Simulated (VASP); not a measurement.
Wanted: the native input for a VASP 6.6.1 run.

```yaml
Task: single point
Functional: PBEsol
Potentials_or_basis: VASP PAW PBE potentials, release 64 (Si, Ge_d)
Cutoff: 520 eV
k_mesh: 12 × 12 × 6
Occupations: gaussian, width 0.03 eV
Spin: no spin polarisation
Dipole_correction: no
Further_INCAR_settings: ALGO = Normal; EDIFF = 1e-06; NBANDS = 26
```

The structure of SiGe lies in POSCAR:

```
SiGe
1.0
    3.9004653870      0.0000000000      0.0000000000
   -1.9502326935      3.3779021117      0.0000000000
    0.0000000000      0.0000000000      6.4431565742
Si Ge
2 2
Direct
    0.6666666667      0.3333333333      0.8745463082
    0.3333333333      0.6666666667      0.3745463082
    0.6666666667      0.3333333333      0.5004526918
    0.3333333333      0.6666666667      0.0004526918
```

These files were run (other wordings do the same):

INCAR

```
  PREC = Accurate
  ENCUT = 520
  EDIFF = 1E-6
  ISMEAR = 0
  SIGMA = 0.03
  LREAL = False
  LASPH = True
  NELM = 80
  ALGO = Normal
  ISIF = 2
  LWAVE = False
  LCHARG = True
  GGA = PS
  LELF = True
  LVHAR = True
  NBANDS = 26
```

KPOINTS

```
Automatic mesh
0
Gamma
  12 12 6
```

Potentials or basis: VASP PAW PBE potentials, release 64 (Si, Ge_d).

Run with:

```bash
$ cat potpaw_PBE.64/Si/POTCAR potpaw_PBE.64/Ge_d/POTCAR > POTCAR
$ mpirun -np 1 vasp_std > vasp.out
```

It gave:

- Pressure: 0.0 GPa
- Band gap on the k mesh: 0.35 eV (least direct gap 0.41 eV)

Caveat: semilocal functionals underestimate gaps, and a narrow one can read as zero; the PAW data sets were made with another functional, which shifts forces and pressure a little.

It took 59 s on 1 thread of Intel(R) Xeon(R) 6975P-C (Granite Rapids) (shared host), peak memory 0.28 GiB.
